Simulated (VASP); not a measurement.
## ZnO: single point with PBE

Crystal: ZnO.

```
Zn O
1.0
     3.23534    0.00000    0.00000
    -1.61767    2.80189    0.00000
     0.00000    0.00000    5.21095
Zn O
2 2
Direct
  0.33333 0.66667 0.99765
  0.66667 0.33333 0.49765
  0.33333 0.66667 0.37735
  0.66667 0.33333 0.87735
```

```
Program             : VASP 6.6.1
Task                : single point
Functional          : PBE
Potentials or basis : VASP PAW PBE potentials, release 64 (Zn, O)
Cutoff              : 520 eV
k mesh              : 12 × 12 × 6
Occupations         : fermi-dirac, width 0.02 eV
Spin                : no spin polarisation
```

```yaml
Pressure: 7.2 GPa
Largest_force: 0.003 eV/Å
Band_gap_on_the_k_mesh: 0.79 eV
```

Forces on the atoms (eV/Å):
```
Zn   0.000  0.000  0.003
Zn   0.000  0.000  0.003
O    0.000  0.000 -0.003
O    0.000  0.000 -0.003
```

Stress tensor (GPa, compression positive):
```
7.17 0.00 0.00
0.00 7.17 0.00
0.00 0.00 7.29
```

Levels at points of the mesh, in eV from the valence-band top:
```csv
k point,band 15,band 16,band 17,band 18,band 19,band 20,band 21,band 22
"(0.00, 0.00, 0.00)",-0.80,-0.09,0.00,0.00,0.79,5.25,8.23,12.93
"(0.50, 0.00, 0.00)",-2.85,-2.29,-1.30,-0.85,5.81,6.87,7.59,8.55
"(0.00, 0.00, 0.50)",-0.40,-0.40,-0.40,-0.40,3.47,3.47,10.10,10.10
"(0.50, 0.00, 0.50)",-1.53,-1.53,-1.39,-1.39,5.72,5.72,8.47,8.47
```

Run time: 29 s on 1 thread of Intel(R) Xeon(R) 6975P-C (Granite Rapids), with other jobs on the host, peak memory 0.21 GiB.

Caveat: the cell stands under pressure.
